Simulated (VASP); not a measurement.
Input of a VASP 6.6.1 run:

INCAR

```
PREC = Accurate
ENCUT = 520
EDIFF = 1E-6
ISMEAR = -1
SIGMA = 0.05
LREAL = False
LASPH = True
NELM = 80
ALGO = Normal
ISIF = 2
LWAVE = False
LCHARG = False
NBANDS = 27
```

Contents of KPOINTS:

```
regular mesh
0
Gamma
  7 7 6
```

Contents of POSCAR:

```
InSe
1.0
    5.7872883920     -2.0408589492      0.0000000000
    5.7872883920      2.0408589492      0.0000000000
   -1.7116673433      0.0000000000      4.7393244240
In Se
2 2
Direct
    0.8882032500      0.8882032500      0.0468413600
    0.1117967500      0.1117967500      0.9531586400
    0.6609275900      0.6609275900      0.6689556200
    0.3390724100      0.3390724100      0.3310443800
```

Potentials or basis: VASP PAW LDA potentials, release 64 (In_d, Se).

The run is started by

```bash
$ cat potpaw_LDA.64/In_d/POTCAR potpaw_LDA.64/Se/POTCAR > POTCAR
$ mpirun -np 1 vasp_std > vasp.out
```

(1) Estimate the band gap on the k mesh.

(2) What does it give for the largest force?

(3) Predict the pressure.

Results:

(1) 1.04 eV (least direct gap 1.14 eV).

(2) 0.086 eV/Å.

(3) -1.7 GPa.

Caveat: spin-orbit coupling is left out, which moves the levels of the heavy elements.
